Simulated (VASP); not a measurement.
Set up this calculation in VASP 6.6.1, as the native input.

| Item | Value |
| --- | --- |
| Task | electric field gradients |
| Functional | PBE |
| Potentials or basis | VASP PAW PBE potentials, release 64 (Rh_pv) |
| Cutoff | 520 eV |
| k mesh | 16 × 16 × 16 |
| Occupations | fermi-dirac, width 0.08 eV |
| Spin | no spin polarisation |
| Dipole correction | no |
| Further INCAR settings | ALGO = Normal; EDIFF = 1e-08; NBANDS = 14 |

The structure of Rh lies in POSCAR:

```
Rh
1.0
    0.0000000000      1.9141434134      1.9141434134
    1.9141434134      0.0000000000      1.9141434134
    1.9141434134      1.9141434134      0.0000000000
Rh
1
Direct
    0.0000000000      0.0000000000      0.0000000000
```

This cell differs from its parent crystal: volume scaled by 1.02.

The input as run:

INCAR

```
SYSTEM = Rh
ALGO     = Normal         ! electronic algorithm
EDIFF    = 1E-8           ! SCF threshold, eV
ENCUT    = 520            ! plane-wave cutoff, eV
GGA      = PE             ! functional
ISIF     = 2              ! what is computed and relaxed
ISMEAR   = -1             ! smearing method
LASPH    = .TRUE.         ! aspherical terms in the spheres
LCHARG   = .FALSE.        ! write CHGCAR
LEFG     = .TRUE.       
LREAL    = .FALSE.        ! projectors in reciprocal space
LWAVE    = .FALSE.        ! write WAVECAR
NBANDS   = 14             ! bands
NELM     = 60             ! most SCF steps
PREC     = Accurate       ! precision mode
SIGMA    = 0.08           ! smearing width, eV
```

KPOINTS

```
k-points
0
G
  16 16 16
  0 0 0
```

Potentials or basis: VASP PAW PBE potentials, release 64 (Rh_pv).

Run with:

```bash
$ cat potpaw_PBE.64/Rh_pv/POTCAR > POTCAR
$ mpirun -np 1 vasp_std > vasp.out
```

It gave:

The pressure is 0.7 GPa.

Caveat: without QUAD_EFG the Cq values of the log hold for a quadrupole moment of 1 mb, not for the nuclei.

Wall time 26 s on 1 thread of Intel(R) Xeon(R) Platinum 8259CL CPU @ 2.50GHz (Skylake/Cascade Lake), on a shared host, peak memory 0.14 GiB.
